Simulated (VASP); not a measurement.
# LiSi16 (a cell with a defect) in VASP: notebook

LiSi16 (a cell with a defect) is run at these levels: LDA; tasks: single point.

Program: VASP 6.6.1. These are calculated values, not measurements. Logs are shortened: lines on timing, memory, paths and dates and some standing lists are left out, and cuts for length are marked.

## Step 1: The cell of the first run

The cell holds a defect, 17 atoms: a = 7.679 Å, b = 7.679 Å, c = 7.679 Å, α = 60.00°, β = 60.00°, γ = 60.00°.

## Step 2: Single point, LDA

The input, INCAR:

```
SYSTEM = LiSi16
PREC = Accurate
ENCUT = 520
EDIFF = 1E-6
ISMEAR = 0
SIGMA = 0.02
LREAL = Auto
LASPH = .True.
NELM = 100
ALGO = Normal
ISIF = 2
LWAVE = .False.
LCHARG = .False.
GGA = CA
NBANDS = 48
NELECT = 66.0
```

The input, KPOINTS:

```
regular mesh
0
Gamma
  2 2 2
  0 0 0
```

The input, POSCAR:

```
LiSi16
1.0
    0.0000000000      5.4300000000      5.4300000000
    5.4300000000      0.0000000000      5.4300000000
    5.4300000000      5.4300000000      0.0000000000
Si Li
16 1
Direct
    0.0059127072     -0.0088519337      0.0061066298
    0.1257816759      0.1255013812      0.1259912523
    0.0065082873      0.0061845304      0.4992631676
    0.1407909761      0.1261167587      0.6191228361
   -0.0083477901      0.4988380295     -0.0081588398
    0.1155111418      0.6226054328      0.1157623389
    0.0058782689      0.5130653775      0.4843000000
    0.1258046961      0.6329461326      0.6185325046
    0.4990640884      0.0061918969      0.0067088398
    0.6189137201      0.1261063536      0.1410380295
    0.5093559853      0.0164252302      0.5095955801
    0.6331741252      0.1403805709      0.6333691529
    0.4840688766      0.5130685083      0.0060764273
    0.6183274401      0.6329368324      0.1260058932
    0.4990273481      0.5136805709      0.4992332413
    0.6189332413      0.6479024862      0.6191321363
    0.8124223757      0.3195367403      0.8126547882
```

Potentials or basis: VASP PAW LDA potentials, release 64 (Si, Li_sv).

Started as:

```console
$ cat potpaw_LDA.64/Si/POTCAR potpaw_LDA.64/Li_sv/POTCAR > POTCAR
$ mpirun -np 1 vasp_std > vasp.out
```

OUTCAR:

```text
SYSTEM = LiSi16
   PREC = Accurate
   ENCUT = 520
   EDIFF = 1E-6
   ISMEAR = 0
   LREAL = Auto
   LASPH = .True.
   NELM = 100
   ISIF = 2
   GGA = CA
   NELECT = 66.0

 ion  position               nearest neighbor table
   1  0.006  0.991  0.006-   6 2.32  17 2.34   2 2.35   4 2.43  10 2.43
   2  0.126  0.126  0.126-   3 2.34   9 2.34   5 2.34   1 2.35
   3  0.007  0.006  0.499-   8 2.34   2 2.34  12 2.34   4 2.35
   4  0.141  0.126  0.619-  11 2.32  17 2.34   3 2.35   7 2.43   1 2.43
   5  0.992  0.499  0.992-   6 2.33   8 2.34  14 2.34   2 2.34
   6  0.116  0.623  0.116-   1 2.32   7 2.32  13 2.32   5 2.33
   7  0.006  0.513  0.484-   6 2.32  17 2.34   8 2.35  16 2.43   4 2.43
   8  0.126  0.633  0.619-  15 2.34   3 2.34   5 2.34   7 2.35
   9  0.499  0.006  0.007-  14 2.34   2 2.34  12 2.34  10 2.35
  10  0.619  0.126  0.141-  11 2.32  17 2.34   9 2.35  13 2.43   1 2.43
  11  0.509  0.016  0.510-  16 2.32  10 2.32   4 2.32  12 2.33
  12  0.633  0.140  0.633-  11 2.33  15 2.34   3 2.34   9 2.34
  13  0.484  0.513  0.006-   6 2.32  17 2.34  14 2.35  16 2.43  10 2.43
  14  0.618  0.633  0.126-  15 2.34   9 2.34   5 2.34  13 2.35
  15  0.499  0.514  0.499-   8 2.34  14 2.34  12 2.34  16 2.35
  16  0.619  0.648  0.619-  11 2.32  17 2.34  15 2.35   7 2.43  13 2.43
  17  0.812  0.320  0.813-  13 2.34   4 2.34  10 2.34   1 2.34   7 2.34  16 2.34

  LATTYP: Found a face centered cubic cell.
 ALAT       =    10.8600000000

  Lattice vectors:

 A1 = (   0.0000000000,   5.4300000000,   5.4300000000)
 A2 = (   5.4300000000,   0.0000000000,   5.4300000000)
 A3 = (   5.4300000000,   5.4300000000,   0.0000000000)

Analysis of symmetry for initial positions (statically):
=====================================================================
 Subroutine PRICEL returns:
 Original cell was already a primitive cell.

 Routine SETGRP: Setting up the symmetry group for a
 face centered cubic supercell.

 Subroutine GETGRP returns: Found  1 space group operations
 (whereof  1 operations were pure point group operations)
 out of a pool of 48 trial point group operations.

The static configuration has the point symmetry C_1 .

Analysis of symmetry for dynamics (positions and initial velocities):
=====================================================================
 Subroutine PRICEL returns:
 Original cell was already a primitive cell.

 Routine SETGRP: Setting up the symmetry group for a
 face centered cubic supercell.

 Subroutine GETGRP returns: Found  1 space group operations
 (whereof  1 operations were pure point group operations)
 out of a pool of 48 trial point group operations.

The dynamic configuration has the point symmetry C_1 .

 Subroutine INISYM returns: Found  1 space group operations
 (whereof  1 operations are pure point group operations),
 and found     1 'primitive' translations

----------------------------------------------------------------------------------------

                                     Primitive cell

  volume of cell :     320.2060

  direct lattice vectors                    reciprocal lattice vectors
     0.000000000  5.430000000  5.430000000    -0.092081031  0.092081031  0.092081031
     5.430000000  0.000000000  5.430000000     0.092081031 -0.092081031  0.092081031
     5.430000000  5.430000000  0.000000000     0.092081031  0.092081031 -0.092081031

  length of vectors
     7.679179644  7.679179644  7.679179644     0.159489025  0.159489025  0.159489025

  position of ions in fractional coordinates (direct lattice)
     0.005912707  0.991148066  0.006106630
     0.125781676  0.125501381  0.125991252
     0.006508287  0.006184530  0.499263168
     0.140790976  0.126116759  0.619122836
     0.991652210  0.498838029  0.991841160
     0.115511142  0.622605433  0.115762339
[... 9 lines left out ...]
     0.618933241  0.647902486  0.619132136
     0.812422376  0.319536740  0.812654788

  ion indices of the primitive-cell ions
   primitive index   ion index
                 1           1
                 2           2
                 3           3
                 4           4
                 5           5
                 6           6
[... 9 lines left out ...]
                16          16
                17          17

----------------------------------------------------------------------------------------

 KPOINTS: regular mesh

Automatic generation of k-mesh.
 Grid dimensions read from file:
 generate k-points for:    2    2    2

 Generating k-lattice:

  Cartesian coordinates                     Fractional coordinates (reciprocal lattice)
    -0.046040516  0.046040516  0.046040516     0.500000000  0.000000000  0.000000000
     0.046040516 -0.046040516  0.046040516     0.000000000  0.500000000  0.000000000
     0.046040516  0.046040516 -0.046040516     0.000000000  0.000000000  0.500000000

  Length of vectors
     0.079744512  0.079744512  0.079744512

  Shift w.r.t. Gamma in fractional coordinates (k-lattice)
     0.000000000  0.000000000  0.000000000

 Subroutine IBZKPT returns following result:
 ===========================================

 Found      8 irreducible k-points:

 Following reciprocal coordinates:
            Coordinates               Weight
  0.000000  0.000000  0.000000      1.000000
  0.500000  0.000000  0.000000      1.000000
  0.000000  0.500000  0.000000      1.000000
  0.000000  0.000000  0.500000      1.000000
  0.500000  0.500000  0.500000      1.000000
  0.500000  0.500000  0.000000      1.000000
  0.000000  0.500000  0.500000      1.000000
  0.500000  0.000000  0.500000      1.000000
   k-points           NKPTS =      8   k-points in BZ     NKDIM =      8   number of bands    NBANDS=     48
   number of dos      NEDOS =    301   number of ions     NIONS =     17
   total plane-waves  NPLWV = 216000
   dimension x,y,z NGX =    60 NGY =   60 NGZ =   60
   dimension x,y,z NGXF=   120 NGYF=  120 NGZF=  120
   ions per type =              16   1
   NGX,Y,Z   is equivalent  to a cutoff of  12.99, 12.99, 12.99 a.u.
   NGXF,Y,Z  is equivalent  to a cutoff of  25.98, 25.98, 25.98 a.u.
 SYSTEM =  LiSi16
   PREC   = accura    normal or accurate (medium, high low for compatibility)
   ISTART =      0    job   : 0-new  1-cont  2-samecut
   ICHARG =      2    charge: 1-file 2-atom 10-const
   ISPIN  =      1    spin polarized calculation?
   LNONCOLLINEAR =      F non collinear calculations
   LSORBIT =      F    spin-orbit coupling
   LASPH  =      T    aspherical Exc in radial PAW
   ENCUT  =  520.0 eV  38.22 Ry    6.18 a.u.  14.28 14.28 14.28*2*pi/ulx,y,z
   NELM   =    100;   NELMIN=  2; NELMDL= -5     # of ELM steps
   EDIFF  = 0.1E-05   stopping-criterion for ELM
   LREAL  =      T    real-space projection
   EDIFFG = 0.1E-04   stopping-criterion for IOM
   NSW    =      0    number of steps for IOM
   IBRION =     -1    ionic relax: 0-MD 1-quasi-New 2-CG
   NFREE  =      0    steps in history (QN), initial steepest desc. (CG)
   ISIF   =      2    stress and relaxation
   ISYM   =      2    0-nonsym 1-usesym 2-fastsym
   POTIM  = 0.5000    time-step for ionic-motion
   TEBEG  =    0.0;   TEEND  =   0.0 temperature during run
   PSTRESS=    0.0 pullay stress
   NELECT =      66.0000    total number of electrons
   NUPDOWN=      -1.0000    fix difference up-down
   EMIN   =  10.00;   EMAX   =-10.00  energy-range for DOS
   EFERMI =   0.00;   METHOD = LEGACY
   ISMEAR =     0;   SIGMA  =   0.02  broadening in eV -4-tet -1-fermi 0-gaus
   EFERMI_NEDOS =   21; number of points for ismear=-14 and -15
   IALGO  =     38    algorithm
   IMIX   =      4    mixing-type and parameters
     AMIX     =   0.40;   BMIX     =  1.00
     AMIX_MAG =   1.60;   BMIX_MAG =  1.00
  volume/ion in A,a.u.               =      18.84       127.11
  Fermi-wavevector in a.u.,A,eV,Ry     =   0.967044  1.827449 12.723821  0.935174
  Thomas-Fermi vector in A             =   2.096897
   LORBIT       =      0    0 simple, 1 ext, 2 COOP (PROOUT), +10 PAW based schemes
   GGA     = CA    functional components
   LHFCALC =     F    Hartree Fock is set to
   AEXX    =    0.0000 exact exchange contribution
   IVDW    =     0    specifies the selected vdW correction
   LEPSILON=     F    determine dielectric tensor
   LRPA    =     F    only Hartree local field effects (RPA)
 non-spin polarized calculation
 Gauss-broadening in eV      SIGMA  =   0.02
  energy-cutoff  :      520.00
  volume of cell :      320.21
 maximum number of plane-waves:      8646
 NGX is ok and might be reduce to    60
   NGX = 29   NGY = 29   NGZ = 29

 number of electron      66.0000001 magnetization

 Free energy of the ion-electron system (eV)
  ---------------------------------------------------
  ext. energy  EPLUGINS =         0.00000000
  ---------------------------------------------------
  free energy    TOTEN  =      -101.80683478 eV

  energy without entropy =     -101.80683477  energy(sigma->0) =     -101.80683477

 E-fermi :   6.0764     XC(G=0):  -9.6472

 val. band max:        6.0030708891   @ k =   0.0000   0.0000   0.0000
 cond. band min:       6.1481867569   @ k =   0.0000   0.0000   0.0000
 fundamental gap:      0.1451158678
 Fermi energy:         6.0764467502

 k-point     1 :       0.0000    0.0000    0.0000
  band No.  band energies     occupation
      1     -39.3819      2.00000
      2      -5.9588      2.00000
      3      -3.7154      2.00000
      4      -3.6535      2.00000
      5      -3.6534      2.00000
      6      -3.6026      2.00000
[... 37 lines left out ...]
     44       8.1751      0.00000
     45       8.1755      0.00000

 k-point     2 :       0.5000    0.0000    0.0000
  band No.  band energies     occupation
      1     -39.3819      2.00000
      2      -5.2111      2.00000
      3      -5.1350      2.00000
      4      -3.3648      2.00000
      5      -3.3493      2.00000
      6      -3.3126      2.00000
[... 280 lines left out ...]
 k-point     8 :       0.5000    0.0000    0.5000
  band No.  band energies     occupation
      1     -39.3819      2.00000
      2      -4.9399      2.00000
      3      -4.8452      2.00000
      4      -3.9881      2.00000
      5      -3.9553      2.00000
      6      -3.9431      2.00000
[... 37 lines left out ...]
     44      10.1404      0.00000
     45      10.1998      0.00000
 [bands above 45 left out]

------------------------ aborting loop because EDIFF is reached ----------------------------------------

  FORCE on cell =-STRESS in cart. coord.  units (eV):
  Direction    XX          YY          ZZ          XY          YZ          ZX
  --------------------------------------------------------------------------------------
  -------------------------------------------------------------------------------------
  Total       -7.3806075     -7.3836146     -7.3820513     -0.8839475     -0.8854652     -0.8888088
  in kB      -36.9294813    -36.9445275    -36.9367057     -4.4229046     -4.4304987     -4.4472283
  external PRESSURE =     -36.9369048 kB  Pullay stress =       0.0000000 kB

 VOLUME and BASIS-vectors are now :
 -----------------------------------------------------------------------------
  energy-cutoff  :      520.00
  volume of cell :      320.21
      direct lattice vectors                 reciprocal lattice vectors
     0.000000000  5.430000000  5.430000000    -0.092081031  0.092081031  0.092081031
     5.430000000  0.000000000  5.430000000     0.092081031 -0.092081031  0.092081031
     5.430000000  5.430000000  0.000000000     0.092081031  0.092081031 -0.092081031

 POSITION                                       TOTAL-FORCE (eV/Angst)
 -----------------------------------------------------------------------------------
      5.41509      0.06526      5.41404         0.000128      0.000517     -0.001023
      1.36560      1.36713      1.36447        -0.004453     -0.001933     -0.003354
      2.74458      2.74634      0.06892         0.000728     -0.002045      0.002662
      4.04665      4.12633      1.44931        -0.001915      0.005733      0.000977
      8.09439     10.77037      8.09336        -0.000353      0.003648     -0.001452
      4.00934      1.25582      4.00797         0.002113      0.000194      0.004459
[... 9 lines left out ...]
      6.88000      6.72270      6.87892         0.005978     -0.000298      0.004959
      6.14780      8.82417      6.14654        -0.001101      0.003000     -0.000809
 -----------------------------------------------------------------------------------
    total drift:                               -0.001905     -0.001949     -0.004887

  FREE ENERGIE OF THE ION-ELECTRON SYSTEM (eV)
  ---------------------------------------------------
  free  energy   TOTEN  =      -101.8068347769 eV

  energy  without entropy=     -101.8068347695  energy(sigma->0) =     -101.80683477
```

Run time: 3.4 min. Hardware: 1 thread of Intel Xeon Platinum 8259CL at 2.50GHz (Skylake/Cascade Lake), shared host; peak memory 0.39 GiB.

Results:

```yaml
Free_energy: -101.8068 eV
Largest_force: 0.008 eV/Å
```

Forces in eV/Å, atoms in the order of the input:
```
Si   0.000  0.001 -0.001
Si  -0.004 -0.002 -0.003
Si   0.001 -0.002  0.003
Si  -0.002  0.006  0.001
Si   0.000  0.004 -0.001
Si   0.002  0.000  0.004
Si  -0.006 -0.004  0.001
Si   0.004 -0.002 -0.002
Si   0.003 -0.001  0.001
Si  -0.001  0.004  0.000
Si  -0.002 -0.004 -0.001
Si   0.000  0.003 -0.001
Si   0.003 -0.003 -0.007
Si  -0.002 -0.004  0.003
Si  -0.001  0.001  0.000
Si   0.006  0.000  0.005
Li  -0.001  0.003 -0.001
```

Levels at points of the mesh, in eV from the Fermi level:
```csv
k point,band 30,band 31,band 32,band 33,band 34,band 35,band 36,band 37
"(0.00, 0.00, 0.00)",-1.13,-0.13,-0.07,-0.07,0.07,0.44,0.44,0.53
"(0.50, 0.00, 0.00)",-0.91,-0.90,-0.87,-0.82,0.86,1.09,1.26,1.29
"(0.00, 0.50, 0.00)",-0.91,-0.90,-0.87,-0.82,0.86,1.09,1.27,1.29
"(0.00, 0.00, 0.50)",-0.91,-0.90,-0.87,-0.82,0.86,1.09,1.26,1.29
"(0.50, 0.50, 0.50)",-0.89,-0.89,-0.80,-0.80,1.08,1.08,1.12,1.52
"(0.50, 0.50, 0.00)",-1.51,-1.48,-1.40,-1.35,0.77,0.95,2.01,2.11
"(0.00, 0.50, 0.50)",-1.51,-1.48,-1.40,-1.35,0.77,0.95,2.01,2.11
"(0.50, 0.00, 0.50)",-1.51,-1.48,-1.40,-1.35,0.77,0.95,2.01,2.11
```

Caveat: the k points lie up to 0.50 Å⁻¹ apart; the cell carries a net charge on a neutralising background, which shifts energy and pressure; the cell is charged against a uniform background, so pressure and absolute levels hang on convention; the cutoff is under 1.25 times the usual one of these potentials, so pressure, stress and relaxed cells hold a basis-set (Pulay) error.

## Step 3: Single point, LDA

The input, INCAR:

```
SYSTEM = LiSi16
PREC = Accurate
ENCUT = 520
EDIFF = 1E-6
ISMEAR = 0
SIGMA = 0.02
LREAL = Auto
LASPH = .TRUE.
NELM = 80
ALGO = Normal
ISIF = 2
LWAVE = .FALSE.
LCHARG = .TRUE.
GGA = CA
LELF = .TRUE.
LVHAR = .TRUE.
NELECT = 66.0
NBANDS = 48
```

The input, KPOINTS:

```
regular mesh
0
G
  2 2 2
  0 0 0
```

The input, POSCAR:

```
LiSi16
1.0
    0.0000000000      5.4300000000      5.4300000000
    5.4300000000      0.0000000000      5.4300000000
    5.4300000000      5.4300000000      0.0000000000
Si Li
16 1
Direct
    0.0060365562     -0.0071024862      0.0062466851
    0.1258768877      0.1272665746      0.1260895948
    0.0050361878      0.0058833333      0.4993170350
    0.1392415285      0.1260325046      0.6190096685
   -0.0065673112      0.5005597606     -0.0063525783
    0.1171042357      0.6245001842      0.1173152855
    0.0057679558      0.5132832413      0.4857320442
    0.1258497238      0.6326642726      0.6203095764
    0.4991044199      0.0058821363      0.0052486188
    0.6187996317      0.1260292818      0.1394535912
    0.5076114180      0.0152075506      0.5078230203
    0.6317069982      0.1383480663      0.6319197053
    0.4855201657      0.5132807551      0.0059789134
    0.6200947514      0.6326627072      0.1260628913
    0.4990815838      0.5117081031      0.4992950276
    0.6185762431      0.6467517495      0.6187867403
    0.8122862799      0.3196765193      0.8124984346
```

Potentials or basis: VASP PAW LDA potentials, release 64 (Si, Li_sv).

Started as:

```console
$ cat potpaw_LDA.64/Si/POTCAR potpaw_LDA.64/Li_sv/POTCAR > POTCAR
$ mpirun -np 1 vasp_std > vasp.out
```

It took 3.7 min on 1 thread of Oxide Virtual Turin-like, shared host; peak memory 0.34 GiB.

The run converged. Its results:

| Property | Result |
| --- | --- |
| Free energy | -101.8033 eV |
| Largest force | 0.044 eV/Å |

Forces on the atoms (eV/Å):
```
Si  -0.007 -0.022 -0.007
Si  -0.014  0.000 -0.014
Si   0.002  0.013  0.015
Si   0.016  0.007  0.006
Si  -0.026 -0.024 -0.026
Si  -0.017 -0.015 -0.017
Si  -0.010 -0.004 -0.014
Si  -0.010 -0.016  0.000
Si   0.015  0.013  0.002
Si   0.006  0.007  0.016
Si   0.014  0.023  0.014
Si   0.025  0.020  0.025
Si  -0.014 -0.004 -0.010
Si   0.000 -0.016 -0.010
Si   0.014 -0.001  0.014
Si   0.008  0.019  0.008
Li  -0.001  0.001 -0.001
```

Levels at points of the mesh, in eV from the Fermi level:
```
           k point  band 29  band 30  band 31  band 32  band 33  band 34  band 35  band 36  band 37  band 38
(0.00, 0.00, 0.00)    -1.28    -1.13    -0.11    -0.07    -0.07     0.07     0.44     0.44     0.52     0.52
(0.50, 0.00, 0.00)    -2.20    -0.91    -0.90    -0.87    -0.82     0.86     1.09     1.27     1.30     1.39
(0.00, 0.50, 0.00)    -2.20    -0.91    -0.90    -0.87    -0.82     0.86     1.09     1.27     1.29     1.39
(0.50, 0.50, 0.50)    -2.12    -0.89    -0.89    -0.80    -0.80     1.10     1.10     1.17     1.50     1.50
(0.50, 0.50, 0.00)    -1.90    -1.50    -1.48    -1.40    -1.36     0.77     0.95     2.03     2.11     2.26
(0.50, 0.00, 0.50)    -1.90    -1.50    -1.48    -1.40    -1.36     0.77     0.95     2.03     2.11     2.26
```

Caveat: the k points lie up to 0.50 Å⁻¹ apart; the cell carries a net charge on a neutralising background, which shifts energy and pressure; the cell is charged against a uniform background, so pressure and absolute levels hang on convention; the cutoff is under 1.25 times the usual one of these potentials, so pressure, stress and relaxed cells hold a basis-set (Pulay) error.
